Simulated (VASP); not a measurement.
Write the native input for VASP 6.6.1 that does the following.

```
Task                   : single point
Functional             : r2SCAN
Potentials or basis    : VASP PAW PBE potentials, release 64 (K_sv, S)
Cutoff                 : 550 eV
k mesh                 : 4 × 4 × 4
Occupations            : gaussian, width 0.01 eV
Spin                   : no spin polarisation
Dipole correction      : no
Further INCAR settings : ALGO = Normal; EDIFF = 1e-06; NBANDS = 19
```

Crystal: K2S.

```
CELL_PARAMETERS angstrom
0.00000 3.70272 3.70272
3.70272 0.00000 3.70272
3.70272 3.70272 0.00000
ATOMIC_POSITIONS crystal
K 0.25000 0.25000 0.25000
K 0.75000 0.75000 0.75000
S 0.00000 0.00000 0.00000
```

The input as run:

POSCAR

```
K2S
1.0
    0.0000000000      3.7027186978      3.7027186978
    3.7027186978      0.0000000000      3.7027186978
    3.7027186978      3.7027186978      0.0000000000
K S
2 1
Direct
    0.2500000000      0.2500000000      0.2500000000
    0.7500000000      0.7500000000      0.7500000000
    0.0000000000      0.0000000000      0.0000000000
```

INCAR.step1

```
ALGO = Normal ; EDIFF = 1E-5
ENCUT = 550 ; GGA = PE
GGA_COMPAT = F ; ISMEAR = 0
LASPH = T ; LCHARG = F
LREAL = F ; LWAVE = T
NBANDS = 19 ; NELM = 120
PREC = Accurate ; SIGMA = 0.01
```

INCAR.step2

```
ALGO = Normal ; EDIFF = 1E-6
ENCUT = 550 ; GGA_COMPAT = F
ISIF = 2 ; ISMEAR = 0
ISTART = 1 ; LASPH = T
LCHARG = F ; LMIXTAU = T
LREAL = F ; LWAVE = F
METAGGA = R2SCAN ; NBANDS = 19
NELM = 120 ; PREC = Accurate
SIGMA = 0.01
```

KPOINTS

```
k-points
0
Gamma
  4 4 4
```

Potentials or basis: VASP PAW PBE potentials, release 64 (K_sv, S).

The run is started by

```console
$ cat potpaw_PBE.64/K_sv/POTCAR potpaw_PBE.64/S/POTCAR > POTCAR
$ cp INCAR.step1 INCAR
$ mpirun -np 1 vasp_std > vasp.out
$ cp INCAR.step2 INCAR
$ mpirun -np 1 vasp_std > vasp.out
```

Results of the run:

```json
{"Pressure": "0.0 GPa", "Band gap on the k mesh": "2.76 eV (least direct gap 2.95 eV)"}
```

Caveat: the PAW data sets were made with another functional, which shifts forces and pressure a little.

It took 56 s on 1 thread of Intel(R) Xeon(R) 6975P-C (Granite Rapids) (shared host), peak memory 0.25 GiB.
